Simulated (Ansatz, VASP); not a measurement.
# SnTe in VASP and in Ansatz

```
CELL_PARAMETERS angstrom
0.00000 3.20385 3.25120
3.20385 0.00000 3.25120
3.20385 3.20385 0.00000
ATOMIC_POSITIONS crystal
Sn 0.00000 0.00000 0.00000
Te 0.50000 0.50000 0.50000
```

Change from the starting cell: strain +0.015 along x and y, +0.030 along z, atoms carried along.

Alike in both runs: task single point; functional PBE; k mesh 10 × 10 × 10; occupations gaussian, width 0.03 eV; no spin polarisation.

|  | VASP | Ansatz |
| --- | --- | --- |
| version | VASP 6.6.1 | Ansatz 0.2.0 |
| potentials or method | VASP PAW PBE potentials, release 64 (Sn_d, Te), cutoff 520 eV | scalar-relativistic, plane waves, PAW |
| valence electrons in the cell | 20 | 30 |

Ansatz gave:

| Quantity | Value |
| --- | --- |
| gap on the k mesh at the Fermi level (eV) | 0.08 |
| least direct gap on the mesh (eV) | 0.08 |
| pressure (GPa) | -0.5 |
| traceless stress, the component that is largest in VASP (GPa) | -1.00 |

Q: Estimate VASP's values.

A: gap on the k mesh at the Fermi level (eV): 0.08; least direct gap on the mesh (eV): 0.08; pressure (GPa): -0.6; traceless stress, the component that is largest in VASP (GPa): -1.00.

The functional is the same, so the differences come from potentials, cutoffs and numerics. VASP's potentials hold 20 valence electrons a cell and Ansatz's 30, so a difference there can come from the potentials and not from the codes.

Spin-orbit coupling is off throughout.
